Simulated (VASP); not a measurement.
A run of VASP 6.6.1:

Contents of INCAR:

```
SYSTEM = Al2Si
  PREC = Accurate
  ENCUT = 600
  EDIFF = 1E-7
  ISMEAR = 0
  SIGMA = 0.1
  LREAL = .FALSE.
  LASPH = .TRUE.
  NELM = 60
  ALGO = Fast
  ISIF = 3
  LWAVE = .FALSE.
  LCHARG = .FALSE.
  GGA = PE
  IBRION = 2
  NSW = 90
  EDIFFG = -0.04
```

The input KPOINTS:

```
regular mesh
0
G
  6 6 2
  0 0 0
```

The input POSCAR:

```
Al2Si
1.0
    2.8511809969      0.0000000000      0.0000000000
    0.0000000000      2.8511809969      0.0000000000
    0.0000000000      0.0000000000     11.6214331557
Al Si
4 2
Direct
    0.0000000000      0.0000000000      0.8282059974
    0.0000000000      0.0000000000      0.1717940026
    0.0000000000      0.0000000000      0.5000000000
    0.5000000000      0.5000000000      0.0000000000
    0.5000000000      0.5000000000      0.3378165135
    0.5000000000      0.5000000000      0.6621834865
```

Potentials or basis: VASP PAW PBE potentials, release 64 (Al, Si).

Command:

```bash
$ cat potpaw_PBE.64/Al/POTCAR potpaw_PBE.64/Si/POTCAR > POTCAR
$ mpirun -np 1 vasp_std > vasp.out
```

Hardware: 1 thread of Intel(R) Xeon(R) Platinum 8559C (Emerald Rapids), on a shared host.

Estimate the wall time of this run.

Wall time 59 s on 1 thread of Intel(R) Xeon(R) Platinum 8559C (Emerald Rapids), on a shared host, peak memory 0.23 GiB. Counts: scf iterations 49, k points 20, ion steps 6.
